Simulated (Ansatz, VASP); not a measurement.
# C: VASP beside Ansatz

Contents of INCAR:

```
SYSTEM = C
PREC     = Accurate       ! precision mode
ENCUT    = 520            ! plane-wave cutoff, eV
EDIFF    = 1E-8           ! SCF threshold, eV
ISMEAR   = -1             ! smearing method
SIGMA    = 0.03           ! smearing width, eV
LREAL    = .False.        ! projectors in reciprocal space
LASPH    = .True.         ! aspherical terms in the spheres
NELM     = 120            ! most SCF steps
ALGO     = Normal         ! electronic algorithm
ISIF     = 2              ! what is computed and relaxed
LWAVE    = .False.        ! write WAVECAR
LCHARG   = .False.        ! write CHGCAR
GGA      = PE             ! functional
LEFG     = .True.       
NBANDS   = 8              ! bands
GGA_COMPAT= .False.
```

File KPOINTS:

```
Automatic mesh
0
Gamma
  16 16 16
  0 0 0
```

POSCAR

```
C
1.0
   -1.2077519662      1.2077519662      1.1840705551
    1.2077519662     -1.2077519662      1.1840705551
    1.1603891440      1.1603891440     -1.1840705551
C
1
Direct
    0.0000000000      0.0000000000      0.0000000000
```

Input for Ansatz:

```yaml
crystal:
  lattice:
    - [-1.2077519662, 1.2077519662, 1.1840705551]
    - [1.2077519662, -1.2077519662, 1.1840705551]
    - [1.160389144, 1.160389144, -1.1840705551]
  atoms:
    - { symbol: C, position: [0.0, 0.0, 0.0] }
kpoints:
  mp_grid: { grid: [16, 16, 16] }
scf:
  occupations: { method: fermi_dirac, width: 0.03 }
hamiltonian:
  xc: pbe
  pseudopotentials: { kind: all_electron, datasets: crystal }
output:
  forces: true
  stress: true
  eigenvalues: true
  efg: { contact_densities: true }
```

Change from the starting cell: xy shear strain of -4 %, crystal datasets.

Alike in both runs: task electric field gradients; functional PBE; k mesh 16 × 16 × 16; occupations fermi-dirac, width 0.03 eV; no spin polarisation.

|  | VASP | Ansatz |
| --- | --- | --- |
| version | VASP 6.6.1 | Ansatz 0.2.0 |
| potentials or method | VASP PAW PBE potentials, release 64 (C), cutoff 520 eV | all-electron PAW with datasets made for the crystal, scalar-relativistic |

```tsv
	VASP	Ansatz	Ansatz less VASP
pressure (GPa)	1.0	0.9	-0.13
traceless stress, the component that is largest in VASP (GPa)	-7.57	-7.60	-0.031
size of Vzz on the site where it differs most (V/Å²)	0.3	0.2	-0.10
```

Ansatz ran all-electron here, and VASP with PAW potentials. Ansatz's warnings: printed levels off.
